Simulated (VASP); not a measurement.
## FePt: single point with PBE

FePt:

```
Fe Pt
1.0
    -1.88293   -1.88293   -3.81393
    -1.88293   -3.81393   -1.88293
    -3.81393   -1.88293   -1.88293
Fe Pt
1 1
Direct
  0.00000 0.00000 0.00000
  0.50000 0.50000 0.50000
```

| Property | Result |
| --- | --- |
| Program | VASP 6.6.1 |
| Task | single point |
| Functional | PBE |
| Potentials or basis | VASP PAW PBE potentials, release 64 (Fe, Pt) |
| Cutoff | 520 eV |
| k mesh | 18 × 18 × 18 |
| Occupations | gaussian, width 0.1 eV |
| Spin | collinear spin |
| Starting moments | [1.3, -0.14] μB |
| Fixed moment | 1 μB |

```json
{
 "Pressure": "-12.2 GPa",
 "Net moment": "1.00 μB per cell",
 "Site moments": "Fe +1.17; Pt -0.15 μB",
 "Valence electrons inside the program's atomic spheres": "Fe 6.99; Pt 9.33"
}
```

Run time: 16 min on 1 thread of Intel(R) Xeon(R) Platinum 8488C (Sapphire Rapids) (shared host), peak memory 0.66 GiB.

Caveat: the cell stands under tension; the total moment is fixed, so each spin has its own Fermi level and the state may be an excited one.
